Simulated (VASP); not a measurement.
NiSbO4:

```
Ni Sb O
1.0
     0.00000    3.17988    3.17988
     3.17988    0.00000    3.17988
     3.17988    3.17988    0.00000
Ni Sb O
1 1 4
Direct
  0.75000 0.75000 0.75000
  0.00000 0.00000 0.00000
  0.37535 0.37535 0.87395
  0.87395 0.37535 0.37535
  0.37535 0.37535 0.37535
  0.37535 0.87395 0.37535
```

The cell was built from a structure type or drawn by symmetry, and may not be a known phase.

* Program: VASP 6.6.1
* Task: relaxation of cell and atoms
* Functional: PBE
* Potentials or basis: VASP PAW PBE potentials, release 64 (Ni, Sb, O)
* Cutoff: 600 eV
* k mesh: 6 × 6 × 6
* Occupations: gaussian, width 0.1 eV
* Spin: collinear spin, ferromagnetic start
* Starting moments: [0.76, 0.0, 0.5, 0.5, 0.5, 0.5] μB

At the start: pressure -2.1 GPa; volume 10.72 Å³/atom.

Task: How do energy, volume and symmetry change on relaxing?

Result: Over 4 steps the energy falls by 2.7 meV/atom and the volume is 10.53 Å³/atom (-1.7 %); space group F-43m (No. 216, to 0.1 Å) before and after; moment 0.00 μB per cell.

The path:
| step | energy change (eV) | largest force (eV/Å) | pressure (GPa) | volume (Å³) |
| --- | --- | --- | --- | --- |
| 1 | 0.0000 | 0.2368 | -2.14 | 64.31 |
| 2 | -0.0147 | 0.0963 | 0.57 | 62.98 |
| 3 | -0.0147 | 0.0974 | 0.53 | 62.99 |
| 4 | -0.0164 | 0.0175 | 0.17 | 63.19 |

Final structure:
```
Ni Sb O
1.0
     0.00000    3.16127    3.16127
     3.16127    0.00000    3.16127
     3.16127    3.16127    0.00000
Ni Sb O
1 1 4
Direct
  0.75000 0.75000 0.75000
  0.00000 0.00000 0.00000
  0.37379 0.37379 0.87864
  0.87864 0.37379 0.37379
  0.37379 0.37379 0.37379
  0.37379 0.87864 0.37379
```
